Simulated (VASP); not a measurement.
## Be: single point with PBEsol

Crystal: Be.

```xyz
1
Lattice="-1.2623 1.2623 1.3375 1.2623 -1.2623 1.3375 1.2623 1.2623 -1.3375" Properties=species:S:1:pos:R:3 pbc="T T T"
Be    0.0000    0.0000    0.0000
```

This cell differs from its parent crystal: strained.

| Quantity | Value |
| --- | --- |
| Program | VASP 6.6.1 |
| Task | single point |
| Functional | PBEsol |
| Potentials or basis | VASP PAW PBE potentials, release 64 (Be) |
| Cutoff | 520 eV |
| k mesh | 20 × 20 × 20 |
| Occupations | gaussian, width 0.1 eV |
| Spin | no spin polarisation |

| Property | Result |
| --- | --- |
| Pressure | -9.7 GPa |
| Band gap on the k mesh | zero (bands 1 and 2 overlap by 3.56 eV) |

Stress tensor (GPa, compression positive):
```
 -9.22   0.00   0.00
  0.00  -9.22   0.00
  0.00   0.00 -10.69
```

Levels at points of the mesh, in eV from the Fermi level:
```
           k point  band 1  band 2  band 3  band 4  band 5  band 6
(0.00, 0.00, 0.00)  -11.70   17.94   18.26   18.26   28.51   28.51
(0.50, 0.00, 0.00)   -4.99    0.00   11.98   15.16   20.18   25.08
(0.50, 0.50, 0.00)   -4.57    0.71   10.77   13.45   18.23   23.91
(0.50, 0.50, 0.50)    2.40    4.50    4.50    8.66   10.17   16.96
```

Run time: 11 s on 1 thread of Intel(R) Xeon(R) 6975P-C (Granite Rapids) (shared host), peak memory 0.14 GiB.

Caveat: the cell differs from its parent crystal (strained); the cell stands under tension; the PAW data sets were made with another functional, which shifts forces and pressure a little.
